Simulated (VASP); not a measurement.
# Zn in VASP: further runs

Runs on Zn. Level: PBEsol. Tasks: electric field gradients.

Program: VASP 6.6.1. These are calculated values, not measurements. Logs are shortened: lines on timing, memory, paths and dates and some standing lists are left out, and cuts for length are marked.

## (1) The cell of the first run

It takes space group P6_3/mmc (No. 194, hexagonal). Conventional cell: a = 2.561 Å, b = 2.561 Å, c = 4.775 Å, α = 90.00°, β = 90.00°, γ = 120.00°. Within 3.4 Å of Zn (site symmetry -6m2) lie 12 Zn at 2.56 to 2.81 Å.

## (2) Electric field gradients, PBEsol (13.56 Å³/atom)

INCAR

```
ALGO = Normal ; EDIFF = 1E-8
ENCUT = 400 ; GGA = PS
GGA_COMPAT = F ; ISIF = 2
ISMEAR = -1 ; LASPH = T
LCHARG = F ; LEFG = T
LREAL = F ; LWAVE = F
NBANDS = 19 ; NELM = 120
PREC = Accurate ; SIGMA = 0.03
```

KPOINTS

```
k-points
0
Gamma
  18 18 9
```

POSCAR

```
Zn
1.0
    2.5614445404      0.0000000000      0.0000000000
   -1.2807222702      2.2182760424      0.0000000000
    0.0000000000      0.0000000000      4.7745270880
Zn
2
Direct
    0.3333333333      0.6666666667      0.2500000000
    0.6666666667      0.3333333333      0.7500000000
```

Potentials or basis: VASP PAW PBE potentials, release 64 (Zn).

The run is started by

```
$ cat potpaw_PBE.64/Zn/POTCAR > POTCAR
$ mpirun -np 1 vasp_std > vasp.out
```

OUTCAR:

```text
EDIFF = 1E-8
   ENCUT = 400
   GGA = PS
   ISIF = 2
   ISMEAR = -1
   LASPH = T
   LREAL = F
   NELM = 120
   PREC = Accurate

 ion  position               nearest neighbor table
   1  0.333  0.667  0.250-   2 2.81   2 2.81   2 2.81   2 2.81   2 2.81   2 2.81
   2  0.667  0.333  0.750-   1 2.81   1 2.81   1 2.81   1 2.81   1 2.81   1 2.81

  LATTYP: Found a hexagonal cell.
 ALAT       =     2.5614445404
 C/A-ratio  =     1.8639978390

  Lattice vectors:

 A1 = (   2.5614445404,   0.0000000000,   0.0000000000)
 A2 = (  -1.2807222702,   2.2182760424,   0.0000000000)
 A3 = (   0.0000000000,   0.0000000000,   4.7745270880)

Analysis of symmetry for initial positions (statically):
=====================================================================
 Subroutine PRICEL returns:
 Original cell was already a primitive cell.

 Routine SETGRP: Setting up the symmetry group for a
 hexagonal supercell.

 Subroutine GETGRP returns: Found 24 space group operations
 (whereof 12 operations were pure point group operations)
 out of a pool of 24 trial point group operations.

The static configuration has the point symmetry D_3d.
 The point group associated with its full space group is D_6h.

Analysis of symmetry for dynamics (positions and initial velocities):
=====================================================================
 Subroutine PRICEL returns:
 Original cell was already a primitive cell.

 Routine SETGRP: Setting up the symmetry group for a
 hexagonal supercell.

 Subroutine GETGRP returns: Found 24 space group operations
 (whereof 12 operations were pure point group operations)
 out of a pool of 24 trial point group operations.

The dynamic configuration has the point symmetry D_3d.
 The point group associated with its full space group is D_6h.

 Subroutine INISYM returns: Found 24 space group operations
 (whereof 12 operations are pure point group operations),
 and found     1 'primitive' translations

----------------------------------------------------------------------------------------

                                     Primitive cell

  volume of cell :      27.1288

  direct lattice vectors                    reciprocal lattice vectors
     2.561444540  0.000000000  0.000000000     0.390404705  0.225400261  0.000000000
    -1.280722270  2.218276042  0.000000000     0.000000000  0.450800523  0.000000000
     0.000000000  0.000000000  4.774527088     0.000000000  0.000000000  0.209444827

  length of vectors
     2.561444540  2.561444540  4.774527088     0.450800523  0.450800523  0.209444827

  position of ions in fractional coordinates (direct lattice)
     0.333333333  0.666666667  0.250000000
     0.666666667  0.333333333  0.750000000

  ion indices of the primitive-cell ions
   primitive index   ion index
                 1           1
                 2           2

----------------------------------------------------------------------------------------

 KPOINTS: k-points

Automatic generation of k-mesh.
 Grid dimensions read from file:
 generate k-points for:   18   18    9

 Generating k-lattice:

  Cartesian coordinates                     Fractional coordinates (reciprocal lattice)
     0.021689150  0.012522237  0.000000000     0.055555556 -0.000000000  0.000000000
     0.000000000  0.025044473  0.000000000     0.000000000  0.055555556  0.000000000
     0.000000000  0.000000000  0.023271647     0.000000000  0.000000000  0.111111111

  Length of vectors
     0.025044473  0.025044473  0.023271647

  Shift w.r.t. Gamma in fractional coordinates (k-lattice)
     0.000000000  0.000000000  0.000000000

 Subroutine IBZKPT returns following result:
 ===========================================

 Found    185 irreducible k-points:

 Following reciprocal coordinates:
            Coordinates               Weight
  0.000000  0.000000  0.000000      1.000000
  0.055556  0.000000  0.000000      6.000000
  0.111111  0.000000  0.000000      6.000000
  0.166667  0.000000  0.000000      6.000000
  0.222222  0.000000  0.000000      6.000000
  0.277778  0.000000  0.000000      6.000000
[... 16 lines left out ...]
  0.333333  0.111111  0.000000     12.000000
  0.388889  0.111111  0.000000     12.000000
 [... further k-points ...]
   k-points           NKPTS =    185   k-points in BZ     NKDIM =    185   number of bands    NBANDS=     19
   number of dos      NEDOS =    301   number of ions     NIONS =      2
   total plane-waves  NPLWV =  10368
   dimension x,y,z NGX =    18 NGY =   18 NGZ =   32
   dimension x,y,z NGXF=    36 NGYF=   36 NGZF=   64
   ions per type =               2
   NGX,Y,Z   is equivalent  to a cutoff of  11.68, 11.68, 11.14 a.u.
   NGXF,Y,Z  is equivalent  to a cutoff of  23.37, 23.37, 22.28 a.u.
 SYSTEM =  unknown system
   PREC   = accura    normal or accurate (medium, high low for compatibility)
   ISTART =      0    job   : 0-new  1-cont  2-samecut
   ICHARG =      2    charge: 1-file 2-atom 10-const
   ISPIN  =      1    spin polarized calculation?
   LNONCOLLINEAR =      F non collinear calculations
   LSORBIT =      F    spin-orbit coupling
   LASPH  =      T    aspherical Exc in radial PAW
   ENCUT  =  400.0 eV  29.40 Ry    5.42 a.u.   4.18  4.18  7.79*2*pi/ulx,y,z
   NELM   =    120;   NELMIN=  2; NELMDL= -5     # of ELM steps
   EDIFF  = 0.1E-07   stopping-criterion for ELM
   LREAL  =      F    real-space projection
   EDIFFG = 0.1E-06   stopping-criterion for IOM
   NSW    =      0    number of steps for IOM
   IBRION =     -1    ionic relax: 0-MD 1-quasi-New 2-CG
   NFREE  =      0    steps in history (QN), initial steepest desc. (CG)
   ISIF   =      2    stress and relaxation
   ISYM   =      2    0-nonsym 1-usesym 2-fastsym
   POTIM  = 0.5000    time-step for ionic-motion
   TEBEG  =    0.0;   TEEND  =   0.0 temperature during run
   PSTRESS=    0.0 pullay stress
   NELECT =      24.0000    total number of electrons
   NUPDOWN=      -1.0000    fix difference up-down
   EMIN   =  10.00;   EMAX   =-10.00  energy-range for DOS
   EFERMI =   0.00;   METHOD = LEGACY
   ISMEAR =    -1;   SIGMA  =   0.03  broadening in eV -4-tet -1-fermi 0-gaus
   EFERMI_NEDOS =   21; number of points for ismear=-14 and -15
   IALGO  =     38    algorithm
   IMIX   =      4    mixing-type and parameters
     AMIX     =   0.40;   BMIX     =  1.00
     AMIX_MAG =   1.60;   BMIX_MAG =  1.00
  volume/ion in A,a.u.               =      13.56        91.54
  Fermi-wavevector in a.u.,A,eV,Ry     =   1.571574  2.969845 33.604296  2.469846
  Thomas-Fermi vector in A             =   2.673138
   LORBIT       =      0    0 simple, 1 ext, 2 COOP (PROOUT), +10 PAW based schemes
   GGA     = PS    functional components
   LHFCALC =     F    Hartree Fock is set to
   AEXX    =    0.0000 exact exchange contribution
   IVDW    =     0    specifies the selected vdW correction
   LEPSILON=     F    determine dielectric tensor
   LRPA    =     F    only Hartree local field effects (RPA)
 non-spin polarized calculation
  energy-cutoff  :      400.00
  volume of cell :       27.13
 maximum number of plane-waves:       506
 NGX is ok and might be reduce to    18
   NGX =  9   NGY =  9   NGZ = 15

 number of electron      23.9999974 magnetization

 Free energy of the ion-electron system (eV)
  ---------------------------------------------------
  ext. energy  EPLUGINS =         0.00000000
  ---------------------------------------------------
  free energy    TOTEN  =        -3.14716055 eV

  energy without entropy =       -3.14599670  energy(sigma->0) =       -3.14657863

 E-fermi :   3.9325     XC(G=0): -12.3154

 val. band max:        3.9270562687   @ k =   0.3333   0.3333   0.0000
 cond. band min:       3.9454836645   @ k =   0.3333   0.3333   0.1111
 fundamental gap:      0.0184273958
 Fermi energy:         3.9324618212

 k-point     1 :       0.0000    0.0000    0.0000
  band No.  band energies     occupation
      1      -7.5759      2.00000
      2      -5.3727      2.00000
      3      -4.4696      2.00000
      4      -4.1811      2.00000
      5      -4.1811      2.00000
      6      -4.1189      2.00000
[... 11 lines left out ...]
     18      24.0697      0.00000
     19      24.4845      0.00000
[... 485 lines left out ...]
 k-point    24 :       0.3889    0.1111    0.0000
  band No.  band energies     occupation
      1      -4.9767      2.00000
      2      -4.8768      2.00000
      3      -4.7605      2.00000
      4      -4.1925      2.00000
      5      -4.0283      2.00000
      6      -4.0175      2.00000
[... 11 lines left out ...]
     18      18.0067      0.00000
     19      19.0125      0.00000

 [... further k-points ...]

------------------------ aborting loop because EDIFF is reached ----------------------------------------

  FORCE on cell =-STRESS in cart. coord.  units (eV):
  Direction    XX          YY          ZZ          XY          YZ          ZX
  --------------------------------------------------------------------------------------
  -------------------------------------------------------------------------------------
  Total        0.7956405      0.7956405      0.7838153      0.0000000     -0.0000000      0.0000000
  in kB       46.9890379     46.9890379     46.2906623      0.0000000     -0.0000000      0.0000000
  external PRESSURE =      46.7562460 kB  Pullay stress =       0.0000000 kB

 VOLUME and BASIS-vectors are now :
 -----------------------------------------------------------------------------
  energy-cutoff  :      400.00
  volume of cell :       27.13
      direct lattice vectors                 reciprocal lattice vectors
     2.561444540  0.000000000  0.000000000     0.390404705  0.225400261  0.000000000
    -1.280722270  2.218276042  0.000000000     0.000000000  0.450800523  0.000000000
     0.000000000  0.000000000  4.774527088     0.000000000  0.000000000  0.209444827

 POSITION                                       TOTAL-FORCE (eV/Angst)
 -----------------------------------------------------------------------------------
     -0.00000      1.47885      1.19363        -0.000000      0.000000      0.000000
      1.28072      0.73943      3.58090         0.000000     -0.000000      0.000000
 -----------------------------------------------------------------------------------
    total drift:                               -0.000000      0.000000      0.000000

  FREE ENERGIE OF THE ION-ELECTRON SYSTEM (eV)
  ---------------------------------------------------
  free  energy   TOTEN  =        -3.1471605496 eV

  energy  without entropy=       -3.1459967006  energy(sigma->0) =       -3.14657863

 Electric field gradients (V/A^2)
---------------------------------------------------------------------
 ion       V_xx      V_yy      V_zz      V_xy      V_xz      V_yz
---------------------------------------------------------------------
   1     -20.709   -20.703    41.412     0.006     0.000    -0.000
   2     -20.709   -20.703    41.412     0.006    -0.000     0.000
---------------------------------------------------------------------

 Electric field gradients after diagonalization (V/A^2)
 (convention: |V_zz| > |V_xx| > |V_yy|)
----------------------------------------------------------------------
 ion       V_xx      V_yy      V_zz     asymmetry (V_yy - V_xx)/ V_zz
----------------------------------------------------------------------
   1     -20.712   -20.699    41.412       0.000
   2     -20.712   -20.699    41.412       0.000
----------------------------------------------------------------------

           NMR quadrupolar parameters

 Cq : quadrupolar parameter    Cq=e*Q*V_zz/h
 eta: asymmetry parameters     (V_yy - V_xx)/ V_zz
 Q  : nuclear electric quadrupole moment in mb (millibarn)
----------------------------------------------------------------------
 ion       Cq(MHz)       eta       Q (mb)
----------------------------------------------------------------------
   1       0.100       0.000       1.000
   2       0.100       0.000       1.000
----------------------------------------------------------------------
```

Wall time 56 s (1 thread of Intel Xeon Platinum 8488C (Sapphire Rapids), shared host); peak memory 0.17 GiB.

What came out:

| Property | Result |
| --- | --- |
| Free energy | -3.1472 eV |
| Pressure | 4.7 GPa |
| Band gap on the k mesh | zero (bands 12 and 13 overlap by 4.70 eV) |
| Largest electric field gradient by atom | Zn +41.4 V/Å² |

Electric field gradients, principal values (V/Å²):
| atom | least | middle | greatest (by size) |
| --- | --- | --- | --- |
| 1 Zn | -20.699 | -20.712 | 41.412 |
| 2 Zn | -20.699 | -20.712 | 41.412 |

Caveat: the cell stands under pressure; without QUAD_EFG the Cq values of the log hold for a quadrupole moment of 1 mb, not for the nuclei; the PAW data sets were made with another functional, which shifts forces and pressure a little.

## (3) Electric field gradients, PBEsol (15.29 Å³/atom)

This run uses another cell than the first one, of 15.29 Å³/atom.

INCAR

```
  ALGO = Normal
  EDIFF = 1E-8
  ENCUT = 400
  GGA = PS
  GGA_COMPAT = F
  ISIF = 2
  ISMEAR = -1
  LASPH = T
  LCHARG = F
  LEFG = T
  LREAL = F
  LWAVE = F
  NBANDS = 19
  NELM = 120
  PREC = Accurate
  SIGMA = 0.03
```

KPOINTS is that of step 2.

POSCAR

```
Zn
1.0
    2.6656347759      0.0000000000      0.0000000000
   -1.3328173879      2.3085074331      0.0000000000
    0.0000000000      0.0000000000      4.9687374617
Zn
2
Direct
    0.3333333333      0.6666666667      0.2500000000
    0.6666666667      0.3333333333      0.7500000000
```

Potentials or basis: VASP PAW PBE potentials, release 64 (Zn).

The run is started by

```
$ cat potpaw_PBE.64/Zn/POTCAR > POTCAR
$ mpirun -np 1 vasp_std > vasp.out
```

OUTCAR:

```text
EDIFF = 1E-8
   ENCUT = 400
   GGA = PS
   ISIF = 2
   ISMEAR = -1
   LASPH = T
   LREAL = F
   NELM = 120
   PREC = Accurate

 ion  position               nearest neighbor table
   1  0.333  0.667  0.250-   2 2.92   2 2.92   2 2.92   2 2.92   2 2.92   2 2.92
   2  0.667  0.333  0.750-   1 2.92   1 2.92   1 2.92   1 2.92   1 2.92   1 2.92

  LATTYP: Found a hexagonal cell.
 ALAT       =     2.6656347759
 C/A-ratio  =     1.8639978389

  Lattice vectors:

 A1 = (   2.6656347759,   0.0000000000,   0.0000000000)
 A2 = (  -1.3328173879,   2.3085074331,   0.0000000000)
 A3 = (   0.0000000000,   0.0000000000,   4.9687374617)

Analysis of symmetry for initial positions (statically):
=====================================================================
 Subroutine PRICEL returns:
 Original cell was already a primitive cell.

 Routine SETGRP: Setting up the symmetry group for a
[... 719 lines left out ...]
  energy-cutoff  :      400.00
  volume of cell :       30.58
      direct lattice vectors                 reciprocal lattice vectors
     2.665634776  0.000000000  0.000000000     0.375145166  0.216590162  0.000000000
    -1.332817388  2.308507433  0.000000000     0.000000000  0.433180325  0.000000000
     0.000000000  0.000000000  4.968737462     0.000000000  0.000000000  0.201258369

 POSITION                                       TOTAL-FORCE (eV/Angst)
 -----------------------------------------------------------------------------------
     -0.00000      1.53900      1.24218        -0.000000      0.000000      0.000000
      1.33282      0.76950      3.72655         0.000000     -0.000000      0.000000
 -----------------------------------------------------------------------------------
    total drift:                                0.000000     -0.000000      0.000000

  FREE ENERGIE OF THE ION-ELECTRON SYSTEM (eV)
  ---------------------------------------------------
  free  energy   TOTEN  =        -3.1334804354 eV

  energy  without entropy=       -3.1325158526  energy(sigma->0) =       -3.13299814

 Electric field gradients (V/A^2)
---------------------------------------------------------------------
 ion       V_xx      V_yy      V_zz      V_xy      V_xz      V_yz
---------------------------------------------------------------------
   1     -16.531   -16.533    33.064    -0.002     0.000    -0.000
   2     -16.531   -16.533    33.064    -0.002    -0.000     0.000
---------------------------------------------------------------------

 Electric field gradients after diagonalization (V/A^2)
 (convention: |V_zz| > |V_xx| > |V_yy|)
----------------------------------------------------------------------
 ion       V_xx      V_yy      V_zz     asymmetry (V_yy - V_xx)/ V_zz
----------------------------------------------------------------------
   1     -16.534   -16.530    33.064       0.000
   2     -16.534   -16.530    33.064       0.000
----------------------------------------------------------------------

           NMR quadrupolar parameters

 Cq : quadrupolar parameter    Cq=e*Q*V_zz/h
 eta: asymmetry parameters     (V_yy - V_xx)/ V_zz
 Q  : nuclear electric quadrupole moment in mb (millibarn)
----------------------------------------------------------------------
 ion       Cq(MHz)       eta       Q (mb)
----------------------------------------------------------------------
   1       0.080       0.000       1.000
   2       0.080       0.000       1.000
----------------------------------------------------------------------
```

Run time: 62 s. Hardware: 1 thread of Intel Xeon Platinum 8488C (Sapphire Rapids), shared host; peak memory 0.17 GiB.

Results:

```
Free energy                             : -3.1335 eV
Pressure                                : -6.0 GPa
Band gap on the k mesh                  : zero (bands 12 and 13 overlap by 4.71 eV)
Largest electric field gradient by atom : Zn +33.1 V/Å²
```

Stress tensor (GPa, compression positive):
```
-7.24  0.00  0.00
 0.00 -7.24  0.00
 0.00  0.00 -3.40
```

Levels at points of the mesh, in eV from the Fermi level:
```
           k point  band 10  band 11  band 12  band 13  band 14  band 15
(0.00, 0.00, 0.00)    -7.16    -7.16    -3.75    -3.20    13.31    16.96
(0.50, 0.00, 0.00)    -6.97    -2.94    -2.26     2.45     3.41     3.91
```

Electric field gradients, principal values (V/Å²):
```
atom    least   middle  greatest (by size)
1 Zn  -16.530  -16.534              33.064
2 Zn  -16.530  -16.534              33.064
```

Caveat: the cell stands under tension; without QUAD_EFG the Cq values of the log hold for a quadrupole moment of 1 mb, not for the nuclei; the PAW data sets were made with another functional, which shifts forces and pressure a little.

[end of part 1 of 2]
